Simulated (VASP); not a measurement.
Input of a VASP 6.6.1 run:

File INCAR:

```
ALGO = Normal
EDIFF = 1E-7
EDIFFG = -0.04
ENCUT = 600
GGA = PE
GGA_COMPAT = F
IBRION = 2
ISIF = 3
ISMEAR = 0
LASPH = T
LCHARG = F
LREAL = F
LWAVE = F
NELM = 120
NELMIN = 4
NSW = 60
PREC = Accurate
SIGMA = 0.1
```

KPOINTS

```
k-points
0
Gamma
  6 6 6
```

The input POSCAR:

```
SiC
1.0
    0.0000000000      2.1769970000      2.1769970000
    2.1769970000      0.0000000000      2.1769970000
    2.1769970000      2.1769970000      0.0000000000
Si C
1 1
Direct
    0.2500000000      0.2500000000      0.2500000000
    0.0000000000      0.0000000000      0.0000000000
```

Potentials or basis: VASP PAW PBE potentials, release 64 (Si, C).

The run is started by

```bash
$ cat potpaw_PBE.64/Si/POTCAR potpaw_PBE.64/C/POTCAR > POTCAR
$ mpirun -np 1 vasp_std > vasp.out
```

Question: Predict the space group after relaxing (to 0.05 Å).

Answer: F-43m (No. 216).

Question: Predict the relaxed cell.

Answer: a = 3.096 Å, b = 3.096 Å, c = 3.096 Å, α = 60.00°, β = 60.00°, γ = 60.00°.

The path:
| step | energy change (eV) | largest force (eV/Å) | pressure (GPa) | volume (Å³) |
| --- | --- | --- | --- | --- |
| 1 | 0.0000 | 0.0000 | 3.74 | 20.63 |
| 2 | 0.0002 | 0.0000 | -3.60 | 21.36 |
| 3 | -0.0041 | 0.0000 | 0.00 | 20.99 |
